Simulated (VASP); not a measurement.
A run of VASP 6.6.1:

INCAR

```
ALGO     = Normal         # electronic algorithm
EDIFF    = 1E-6           # SCF threshold, eV
ENCUT    = 520            # plane-wave cutoff, eV
GGA      = PS             # functional
ISIF     = 2              # what is computed and relaxed
ISMEAR   = -1             # smearing method
LASPH    = True           # aspherical terms in the spheres
LCHARG   = False          # write CHGCAR
LREAL    = False          # projectors in reciprocal space
LWAVE    = False          # write WAVECAR
NBANDS   = 28             # bands
NELM     = 100            # most SCF steps
PREC     = Accurate       # precision mode
SIGMA    = 0.05           # smearing width, eV
```

File KPOINTS:

```
k-points
0
Gamma
  8 8 8
```

The input POSCAR:

```
BaTiO3
1.0
    3.9302542101      0.0000000000      0.0000000000
    0.0000000000      2.7987067862      2.8073385284
    0.0000000000     -2.7987067862      2.8073385284
Ba Ti O
1 1 3
Direct
    0.0000000000      0.0000000000      0.0000000000
    0.5000000000      0.5079000000      0.5079000000
    0.0000000000      0.4921000000      0.4921000000
    0.5000000000      0.5025100000      0.9937100000
    0.5000000000      0.9937100000      0.5025100000
```

Potentials or basis: VASP PAW PBE potentials, release 64 (Ba_sv, Ti_sv, O).

Launch:

```console
$ cat potpaw_PBE.64/Ba_sv/POTCAR potpaw_PBE.64/Ti_sv/POTCAR potpaw_PBE.64/O/POTCAR > POTCAR
$ mpirun -np 1 vasp_std > vasp.out
```

Hardware: 1 thread of AMD EPYC 7R13 Processor (Zen 3) (shared host).

**Question.** How long does it take, and how much memory?

**Answer.** Wall time 2 min on 1 thread of AMD EPYC 7R13 Processor (Zen 3), on a shared host, peak memory 0.27 GiB. Counts: scf iterations 15, k points 105.
